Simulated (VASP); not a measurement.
Runs of VASP 6.6.1 on Pd. The structure is that of space group Fm-3m (No. 225), or close to it. The cells are those of the table. 

| task | cell | gap on the mesh (eV) | pressure (GPa) |
| --- | --- | --- | --- |
| single point | a = 2.778, b = 2.778, c = 2.806 Å, angles 59.7, 59.7, 60.7°, 1 atom | none | -9.3 |
| single point | a = 2.723, b = 2.723, c = 2.751 Å, angles 59.7, 59.7, 60.7°, 1 atom | none | 1.6 |
| single point | a = 2.737 Å, angles 60.7°, 1 atom | none | -2.5 |
| electric field gradients | a = 2.737 Å, angles 60.7°, 1 atom | none | -2.5 |
| electric field gradients | a = 2.778 Å, angles 58.7°, 1 atom | none | -2.3 |
| single point | a = 2.764, b = 2.764, c = 2.751 Å, angles 60.2, 60.2, 59.7°, 1 atom | none | -4.4 |
| single point | a = 2.778, b = 2.778, c = 2.751 Å, angles 60.3, 60.3, 59.3°, 1 atom | none | -6.1 |
| single point | a = 2.723, b = 2.723, c = 2.695 Å, angles 60.3, 60.3, 59.3°, 1 atom | none | (b) |
| single point | a = 2.778 Å, angles 58.7°, 1 atom | none | -2.3 |
| single point | a = 2.764, b = 2.764, c = 2.778 Å, angles 59.8, 59.8, 60.3°, 1 atom | none | -6.1 |
| single point | a = 2.737, b = 2.737, c = 2.751 Å, angles 59.8, 59.8, 60.3°, 1 atom | none | (a) |
| single point | a = 2.723 Å, angles 61.3°, 1 atom | none | -2.3 |

Alike in all rows: level PBEsol; potentials or basis VASP PAW PBE potentials, release 64 (Pd); no spin polarisation; k mesh 18 × 18 × 18; cutoff (eV) 520; smearing fermi-dirac 0.05 eV.

Task: Estimate the missing entries.

Result: (a) -0.6; (b) 6.1.

Caveats: the PAW data sets were made with another functional, which shifts forces and pressure a little; the cell stands under tension (at least some runs); the cell stands under pressure (at least some runs).

A k mesh can miss the band edges, and the runs leave out spin-orbit coupling on Pd.

A gap of «none» marks levels without a gap at the run's occupations.
